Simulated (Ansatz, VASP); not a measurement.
LiNbO3: VASP beside Ansatz

The input INCAR:

```
PREC = Accurate
ENCUT = 520
EDIFF = 1E-7
ISMEAR = -1
SIGMA = 0.01
LREAL = Auto
LASPH = T
NELM = 100
ALGO = Normal
ISIF = 2
LWAVE = F
LCHARG = F
GGA = PE
NBANDS = 84
```

The input KPOINTS:

```
Automatic mesh
0
Gamma
  3 3 1
```

POSCAR

```
LiNbO3
1.0
   -2.5949501367      4.4945854767      0.0000000000
   -5.1899002700      0.0000000000      0.0000000000
   -5.1899002700      2.9963903200      9.3444465000
Li Nb O
4 4 12
Direct
    0.2816456744      0.2816713758      0.0775544112
    0.7816713758      0.7816456744      0.3275544112
    0.2816456744      0.2816713758      0.5775544112
    0.7816713758      0.7816456744      0.8275544112
    0.0005341688      0.0006330435      0.4991104572
    0.5006330435      0.5005341688      0.2491104572
    0.0005341688      0.0006330435      0.9991104572
    0.5006330435      0.5005341688      0.7491104572
    0.1104765489      0.7208356705      0.4052875282
    0.7208915406      0.3582448799      0.4052517469
    0.3581004585      0.1105966391      0.4050733565
    0.2208356705      0.6104765489      0.1552875282
    0.8582448799      0.2208915406      0.1552517469
    0.6105966391      0.8581004585      0.1550733565
    0.1104765489      0.7208356705      0.9052875282
    0.7208915406      0.3582448799      0.9052517469
    0.3581004585      0.1105966391      0.9050733565
    0.2208356705      0.6104765489      0.6552875282
    0.8582448799      0.2208915406      0.6552517469
    0.6105966391      0.8581004585      0.6550733565
```

Input for Ansatz:

```yaml
crystal:
  lattice:
    - [-2.594950136667, 4.494585476667, 0.0]
    - [-5.18990027, 0.0, 0.0]
    - [-5.18990027, 2.99639032, 9.3444465]
  atoms:
    - { symbol: Li, position: [0.2816456744363, 0.2816713758112, 0.0775544111797] }
    - { symbol: Li, position: [0.7816713758112, 0.7816456744363, 0.3275544111797] }
    - { symbol: Nb, position: [0.0005341687719498, 0.000633043464639, 0.4991104572284] }
    - { symbol: Nb, position: [0.5006330434646, 0.500534168772, 0.2491104572284] }
    - { symbol: O, position: [0.1104765488959, 0.7208356704598, 0.4052875282446] }
    - { symbol: O, position: [0.7208915405709, 0.358244879948, 0.4052517468576] }
    - { symbol: O, position: [0.3581004585413, 0.1105966391, 0.4050733564897] }
    - { symbol: O, position: [0.2208356704598, 0.6104765488959, 0.1552875282446] }
    - { symbol: O, position: [0.858244879948, 0.2208915405709, 0.1552517468576] }
    - { symbol: O, position: [0.6105966391, 0.8581004585413, 0.1550733564897] }
    - { symbol: Li, position: [0.2816456744363, 0.2816713758112, 0.5775544111797] }
    - { symbol: Li, position: [0.7816713758112, 0.7816456744363, 0.8275544111797] }
    - { symbol: Nb, position: [0.0005341687719499, 0.0006330434646388, 0.9991104572284] }
    - { symbol: Nb, position: [0.5006330434646, 0.5005341687719, 0.7491104572284] }
    - { symbol: O, position: [0.1104765488959, 0.7208356704598, 0.9052875282446] }
    - { symbol: O, position: [0.7208915405709, 0.358244879948, 0.9052517468576] }
    - { symbol: O, position: [0.3581004585413, 0.1105966391, 0.9050733564897] }
    - { symbol: O, position: [0.2208356704598, 0.6104765488959, 0.6552875282446] }
    - { symbol: O, position: [0.858244879948, 0.2208915405709, 0.6552517468576] }
    - { symbol: O, position: [0.6105966391, 0.8581004585413, 0.6550733564897] }
basis:
  ecutwfc: 420.0
  ecutrho_ratio: 4
  xc_grid: 2
  fft_grid_basis: typed
  precision: f64
kpoints:
  mp_grid: { grid: [3, 3, 1] }
hamiltonian:
  pseudopotentials: { kind: paw, azcp: { folder: soft_1 } }
scf:
  max_iter: 100
  self_checks: high
  occupations: { method: fermi_dirac, width: 0.01 }
output:
  forces: true
checkpoint:
  write: "../host.point.run"
  compress: false
  write_wavefunctions: true
  write_every: 100000
```

Alike in both runs: task single point; functional PBE; k mesh 3 × 3 × 1; occupations fermi-dirac, width 0.01 eV; no spin polarisation.

|  | VASP | Ansatz |
| --- | --- | --- |
| version | VASP 6.6.1 | Ansatz 0.2.0 |
| potentials or method | VASP PAW PBE potentials, release 64 (Li_sv, Nb_sv, O), cutoff 520 eV | plane-wave PAW DFT |
| valence electrons in the cell | 136 | 136 |

|  | VASP | Ansatz | Ansatz less VASP |
| --- | --- | --- | --- |
| gap on the k mesh at the Fermi level (eV) | 3.58 | 3.60 | +0.016 |
| rms of the force components (eV/Å) | 0.007 | 0.010 | +0.0032 |

With one functional, cell and mesh, what is left measures potentials, basis and numerics.

The k mesh is coarse, so the values compare programs but aren't converged. Noted on VASP's run: the cutoff is short for stress, so the pressure is rough.
